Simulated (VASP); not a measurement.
# AlN (P6_3mc) in VASP: notebook, part 2 of 2

VASP 6.6.1. The steps go on from the part before.

## (3) Electric field gradients, PBEsol (equal xx and yy strain of +1 %)

INCAR

```
SYSTEM = AlN
ALGO = Normal ; EDIFF = 1E-8
ENCUT = 520 ; GGA = PS
ISIF = 2 ; ISMEAR = -1
LASPH = .True. ; LCHARG = .False.
LEFG = .True. ; LREAL = .False.
LWAVE = .False. ; NBANDS = 16
NELM = 100 ; PREC = Accurate
SIGMA = 0.03
```

KPOINTS

```
k-points
0
Gamma
  10 10 6
  0 0 0
```

POSCAR

```
AlN
1.0
    3.1421121731      0.0000000000      0.0000000000
   -1.5710560866      2.7211489634      0.0000000000
    0.0000000000      0.0000000000      4.9780000000
Al N
2 2
Direct
    0.3333333333      0.6666666667      0.0000000000
    0.6666666667      0.3333333333      0.5000000000
    0.3333333333      0.6666666667      0.3850000000
    0.6666666667      0.3333333333      0.8850000000
```

Potentials or basis: VASP PAW PBE potentials, release 64 (Al, N).

Launch:

```sh
$ cat potpaw_PBE.64/Al/POTCAR potpaw_PBE.64/N/POTCAR > POTCAR
$ mpirun -np 1 vasp_std > vasp.out
```

OUTCAR:

```text
SYSTEM = AlN
   EDIFF = 1E-8
   ENCUT = 520
   GGA = PS
   ISIF = 2
   ISMEAR = -1
   LASPH = .True.
   LREAL = .False.
   NELM = 100
   PREC = Accurate

 ion  position               nearest neighbor table
   1  0.333  0.667  0.000-   4 1.90   4 1.90   4 1.90   3 1.92   2 3.08   2 3.08   2 3.08   2 3.08
                             2 3.08   2 3.08
   2  0.667  0.333  0.500-   3 1.90   3 1.90   3 1.90   4 1.92   1 3.08   1 3.08   1 3.08   1 3.08
                             1 3.08   1 3.08
   3  0.333  0.667  0.385-   2 1.90   2 1.90   2 1.90   1 1.92
   4  0.667  0.333  0.885-   1 1.90   1 1.90   1 1.90   2 1.92

  LATTYP: Found a hexagonal cell.
 ALAT       =     3.1421121731
 C/A-ratio  =     1.5842846231

  Lattice vectors:

 A1 = (   3.1421121731,   0.0000000000,   0.0000000000)
 A2 = (  -1.5710560866,   2.7211489634,   0.0000000000)
 A3 = (   0.0000000000,   0.0000000000,   4.9780000000)

Analysis of symmetry for initial positions (statically):
=====================================================================
 Subroutine PRICEL returns:
 Original cell was already a primitive cell.

 Routine SETGRP: Setting up the symmetry group for a
 hexagonal supercell.

 Subroutine GETGRP returns: Found 12 space group operations
 (whereof  6 operations were pure point group operations)
 out of a pool of 24 trial point group operations.

The static configuration has the point symmetry C_3v.
 The point group associated with its full space group is C_6v.

Analysis of symmetry for dynamics (positions and initial velocities):
=====================================================================
 Subroutine PRICEL returns:
 Original cell was already a primitive cell.

 Routine SETGRP: Setting up the symmetry group for a
 hexagonal supercell.

 Subroutine GETGRP returns: Found 12 space group operations
 (whereof  6 operations were pure point group operations)
 out of a pool of 24 trial point group operations.

The dynamic configuration has the point symmetry C_3v.
 The point group associated with its full space group is C_6v.

 Subroutine INISYM returns: Found 12 space group operations
 (whereof  6 operations are pure point group operations),
 and found     1 'primitive' translations

----------------------------------------------------------------------------------------

                                     Primitive cell

  volume of cell :      42.5627

  direct lattice vectors                    reciprocal lattice vectors
     3.142112173  0.000000000  0.000000000     0.318257257  0.183745913  0.000000000
    -1.571056087  2.721148963  0.000000000     0.000000000  0.367491825  0.000000000
     0.000000000  0.000000000  4.978000000     0.000000000  0.000000000  0.200883889

  length of vectors
     3.142112173  3.142112173  4.978000000     0.367491825  0.367491825  0.200883889

  position of ions in fractional coordinates (direct lattice)
     0.333333333  0.666666667  0.000000000
     0.666666667  0.333333333  0.500000000
     0.333333333  0.666666667  0.385000000
     0.666666667  0.333333333  0.885000000

  ion indices of the primitive-cell ions
   primitive index   ion index
                 1           1
                 2           2
                 3           3
                 4           4

[... 87 lines left out ...]
   EFERMI_NEDOS =   21; number of points for ismear=-14 and -15
   IALGO  =     38    algorithm
   IMIX   =      4    mixing-type and parameters
     AMIX     =   0.40;   BMIX     =  1.00
     AMIX_MAG =   1.60;   BMIX_MAG =  1.00
  volume/ion in A,a.u.               =      10.64        71.81
  Fermi-wavevector in a.u.,A,eV,Ry     =   1.181513  2.232736 18.993367  1.395973
  Thomas-Fermi vector in A             =   2.317785
   LORBIT       =      0    0 simple, 1 ext, 2 COOP (PROOUT), +10 PAW based schemes
   GGA     = PS    functional components
   LHFCALC =     F    Hartree Fock is set to
   AEXX    =    0.0000 exact exchange contribution
   IVDW    =     0    specifies the selected vdW correction
   LEPSILON=     F    determine dielectric tensor
   LRPA    =     F    only Hartree local field effects (RPA)
 non-spin polarized calculation
  energy-cutoff  :      520.00
  volume of cell :       42.56
 maximum number of plane-waves:      1164
 NGX is ok and might be reduce to    24
   NGX = 11   NGY = 11   NGZ = 19

 number of electron      16.0000000 magnetization

 Free energy of the ion-electron system (eV)
  ---------------------------------------------------
  ext. energy  EPLUGINS =         0.00000000
  ---------------------------------------------------
  free energy    TOTEN  =       -31.30180699 eV

  energy without entropy =      -31.30180699  energy(sigma->0) =      -31.30180699

 E-fermi :   6.5581     XC(G=0): -11.0251

 val. band max:        5.9685880295   @ k =   0.0000   0.0000   0.0000
 cond. band min:       9.8615897237   @ k =   0.0000   0.0000   0.0000
 fundamental gap:      3.8930016942
 Fermi energy:         6.5581055606

 k-point     1 :       0.0000    0.0000    0.0000
  band No.  band energies     occupation
      1      -9.1712      2.00000
      2      -7.0027      2.00000
      3      -0.0405      2.00000
      4       4.9601      2.00000
      5       4.9601      2.00000
      6       5.6392      2.00000
[... 433 lines left out ...]
      3       0.4840      2.00000
      4       1.5052      2.00000
      5       2.8394      2.00000
      6       3.5646      2.00000
[... 8 lines left out ...]
     15      18.2018      0.00000
     16      20.4585      0.00000

 [... further k-points ...]
[... 5 lines left out ...]
  --------------------------------------------------------------------------------------
  -------------------------------------------------------------------------------------
  Total       -1.1222816     -1.1222816     -0.5469414      0.0000000      0.0000000      0.0000000
  in kB      -42.2457982    -42.2457982    -20.5883929      0.0000000      0.0000000      0.0000000
  external PRESSURE =     -35.0266631 kB  Pullay stress =       0.0000000 kB

 VOLUME and BASIS-vectors are now :
 -----------------------------------------------------------------------------
  energy-cutoff  :      520.00
  volume of cell :       42.56
      direct lattice vectors                 reciprocal lattice vectors
     3.142112173  0.000000000  0.000000000     0.318257257  0.183745913  0.000000000
    -1.571056087  2.721148963  0.000000000     0.000000000  0.367491825  0.000000000
     0.000000000  0.000000000  4.978000000     0.000000000  0.000000000  0.200883889

 POSITION                                       TOTAL-FORCE (eV/Angst)
 -----------------------------------------------------------------------------------
     -0.00000      1.81410      0.00000        -0.000000     -0.000000      0.070623
      1.57106      0.90705      2.48900         0.000000      0.000000      0.070623
     -0.00000      1.81410      1.91653         0.000000      0.000000     -0.070623
      1.57106      0.90705      4.40553        -0.000000     -0.000000     -0.070623
 -----------------------------------------------------------------------------------
    total drift:                               -0.000000      0.000000      0.000038

  FREE ENERGIE OF THE ION-ELECTRON SYSTEM (eV)
  ---------------------------------------------------
  free  energy   TOTEN  =       -31.3018069863 eV

  energy  without entropy=      -31.3018069863  energy(sigma->0) =      -31.30180699

 Electric field gradients (V/A^2)
---------------------------------------------------------------------
 ion       V_xx      V_yy      V_zz      V_xy      V_xz      V_yz
---------------------------------------------------------------------
   1      -3.012    -3.012     6.024     0.000     0.000    -0.000
   2      -3.012    -3.012     6.024     0.000    -0.000     0.000
   3       0.698     0.698    -1.396    -0.001     0.000    -0.000
   4       0.698     0.698    -1.396    -0.001    -0.000     0.000
---------------------------------------------------------------------

 Electric field gradients after diagonalization (V/A^2)
 (convention: |V_zz| > |V_xx| > |V_yy|)
----------------------------------------------------------------------
 ion       V_xx      V_yy      V_zz     asymmetry (V_yy - V_xx)/ V_zz
----------------------------------------------------------------------
   1      -3.012    -3.012     6.024       0.000
   2      -3.012    -3.012     6.024       0.000
   3       0.699     0.697    -1.396       0.001
   4       0.699     0.697    -1.396       0.001
----------------------------------------------------------------------

           NMR quadrupolar parameters

 Cq : quadrupolar parameter    Cq=e*Q*V_zz/h
 eta: asymmetry parameters     (V_yy - V_xx)/ V_zz
 Q  : nuclear electric quadrupole moment in mb (millibarn)
----------------------------------------------------------------------
 ion       Cq(MHz)       eta       Q (mb)
----------------------------------------------------------------------
   1       0.015       0.000       1.000
   2       0.015       0.000       1.000
   3      -0.003       0.001       1.000
   4      -0.003       0.001       1.000
----------------------------------------------------------------------
```

stdout:

```text
POSCAR found type information on POSCAR AlN
 POSCAR found :  2 types and       4 ions
 scaLAPACK will be used
 -----------------------------------------------------------------------------
|                                                                             |
|                                                                             |
|     You enforced a specific xc type in the INCAR file but a different       |
|     I HOPE YOU KNOW WHAT YOU ARE DOING!                                     |
|                                                                             |
 -----------------------------------------------------------------------------

 LDA part: xc-table for (Slater+PW92), standard interpolation
 POSCAR, INCAR and KPOINTS ok, starting setup
 FFT: planning ... GRIDC
 FFT: planning ... GRID_SOFT
 FFT: planning ... GRID
 WAVECAR not read
 entering main loop
ion   1

ion   2

ion   3

ion   4
```

It took 18 s on 1 thread of AMD EPYC 9R45 (Zen 5), shared host; peak memory 0.14 GiB.

Results:

| Property | Result |
| --- | --- |
| Free energy | -31.3018 eV |
| Pressure | -3.5 GPa |
| Largest force | 0.071 eV/Å |
| Band gap on the k mesh | 3.89 eV, direct |

Forces on the atoms (eV/Å):
```
Al   0.000  0.000  0.071
Al   0.000  0.000  0.071
N    0.000  0.000 -0.071
N    0.000  0.000 -0.071
```

Stress tensor (GPa, compression positive):
```
-4.22  0.00  0.00
 0.00 -4.22  0.00
 0.00  0.00 -2.06
```

Electric field gradients, principal values (V/Å²):
| atom | least | middle | greatest (by size) |
| --- | --- | --- | --- |
| 1 Al | -3.012 | -3.012 | 6.024 |
| 2 Al | -3.012 | -3.012 | 6.024 |
| 3 N | 0.697 | 0.699 | -1.396 |
| 4 N | 0.697 | 0.699 | -1.396 |

Caveat: the cell differs from its parent crystal (equal xx and yy strain of +1 %); without QUAD_EFG the Cq values of the log hold for a quadrupole moment of 1 mb, not for the nuclei; the PAW data sets were made with another functional, which shifts forces and pressure a little.
